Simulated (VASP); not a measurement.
Here is a VASP 6.6.1 calculation.

File POSCAR:

```
Br
1.0
    3.2978180000      2.2561620000      0.0000000000
    3.2978180000     -2.2561620000      0.0000000000
    0.0000000000      0.0000000000     -8.6269310000
Br
4
Direct
    0.1361000000      0.8639000000      0.8895000000
    0.3639000000      0.6361000000      0.3895000000
    0.8639000000      0.1361000000      0.1105000000
    0.6361000000      0.3639000000      0.6105000000
```

File INCAR.step1:

```
PREC = Accurate
ENCUT = 520
ISMEAR = 1
SIGMA = 0.1774
LREAL = False
LASPH = True
NELM = 80
NBANDS = 22
GGA = PE
ALGO = Normal
EDIFF = 1E-4
LWAVE = True
LCHARG = False
```

INCAR.step2

```
PREC = Accurate
ENCUT = 520
EDIFF = 1E-6
ISMEAR = 1
SIGMA = 0.1774
LREAL = False
LASPH = True
NELM = 80
ALGO = Normal
ISIF = 2
LWAVE = False
LCHARG = True
METAGGA = R2SCAN
LMIXTAU = True
LELF = True
LVHAR = True
NBANDS = 22
ISTART = 1
```

KPOINTS

```
Automatic mesh
0
Gamma
  7 7 3
```

Potentials or basis: VASP PAW PBE potentials, release 64 (Br).

Launch:

```bash
$ cat potpaw_PBE.64/Br/POTCAR > POTCAR
$ cp INCAR.step1 INCAR
$ mpirun -np 1 vasp_std > vasp.out
$ cp INCAR.step2 INCAR
$ mpirun -np 1 vasp_std > vasp.out
```

(1) Estimate the largest force.

(2) What does it give for the pressure?

(3) What does it give for the band gap on the k mesh?

## Answers

(1) 0.903 eV/Å.

(2) 1.9 GPa.

(3) 2.25 eV (least direct gap 2.26 eV).

Caveat: the PAW data sets were made with another functional, which shifts forces and pressure a little; an odd mesh through Γ misses points on the zone boundary, where band edges can lie.
